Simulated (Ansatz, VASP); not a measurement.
# SrO: VASP beside Ansatz

```xyz
2
Lattice="0.0000 2.5170 2.5170 2.5170 0.0000 2.5170 2.5170 2.5170 0.0000" Properties=species:S:1:pos:R:3 pbc="T T T"
Sr    2.5170    2.5170    2.5170
O     0.0000    0.0000    0.0000
```

Alike in both runs: task single point; functional PBE; k mesh 8 × 8 × 8; occupations gaussian, width 0.02 eV; no spin polarisation.

|  | VASP | Ansatz |
| --- | --- | --- |
| version | VASP 6.6.1 | Ansatz 0.2.0 |
| potentials or method | VASP PAW PBE potentials, release 64 (Sr_sv, O), cutoff 520 eV | scalar-relativistic, plane waves, PAW |
| valence electrons in the cell | 16 | 16 |

|  | VASP | Ansatz | Ansatz less VASP |
| --- | --- | --- | --- |
| gap on the k mesh at the Fermi level (eV) | 3.22 | 3.27 | +0.056 |
| least direct gap on the mesh (eV) | 3.26 | 3.30 | +0.043 |
| pressure (GPa) | 10.7 | 9.9 | -0.79 |
